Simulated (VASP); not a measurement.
# Bi2Se3: single point with PBE+D3(BJ)

Crystal: Bi2Se3.

```
Bi Se
1.0
     2.07202    1.19628    9.48031
    -2.07202    1.19628    9.48031
     0.00000   -2.39256    9.48031
Bi Se
2 3
Direct
  0.59911 0.59911 0.59911
  0.40089 0.40089 0.40089
  0.78954 0.78954 0.78954
  0.21046 0.21046 0.21046
  0.00000 0.00000 0.00000
```

```yaml
Program: VASP 6.6.1
Task: single point
Functional: PBE
Dispersion: D3(BJ)
Potentials_or_basis: VASP PAW PBE potentials, release 64 (Bi_d, Se)
Cutoff: 520 eV
k_mesh: 8 × 8 × 8
Occupations: fermi-dirac, width 0.05 eV
Spin: no spin polarisation
```

```yaml
Pressure: 0.0 GPa
Largest_force: 0.008 eV/Å
Band_gap_on_the_k_mesh: 0.16 eV
Dispersion_energy_per_atom: -0.403 eV
```

Forces in eV/Å, atoms in the order of the input:
```
Bi   0.000  0.000  0.005
Bi   0.000  0.000 -0.005
Se   0.000  0.000  0.008
Se   0.000  0.000 -0.008
Se   0.000  0.000  0.000
```

Levels at points of the mesh, in eV from the valence-band top:
| k point | band 22 | band 23 | band 24 | band 25 | band 26 | band 27 |
| --- | --- | --- | --- | --- | --- | --- |
| (0.00, 0.00, 0.00) | -1.25 | -1.25 | 0.00 | 0.16 | 1.30 | 1.30 |
| (0.50, 0.00, 0.00) | -2.28 | -1.27 | -0.56 | 0.77 | 1.79 | 2.95 |
| (0.50, 0.50, 0.00) | -1.92 | -1.75 | -1.01 | 1.28 | 1.91 | 2.52 |
| (0.50, 0.50, 0.50) | -1.48 | -1.48 | -0.53 | 0.67 | 1.65 | 1.65 |

Run time: 24 min on 1 thread of Intel(R) Xeon(R) Platinum 8488C (Sapphire Rapids), on a shared host, peak memory 1 GiB.

Caveat: spin-orbit coupling is left out, which moves the levels of the heavy elements. A k mesh can miss the band edges.
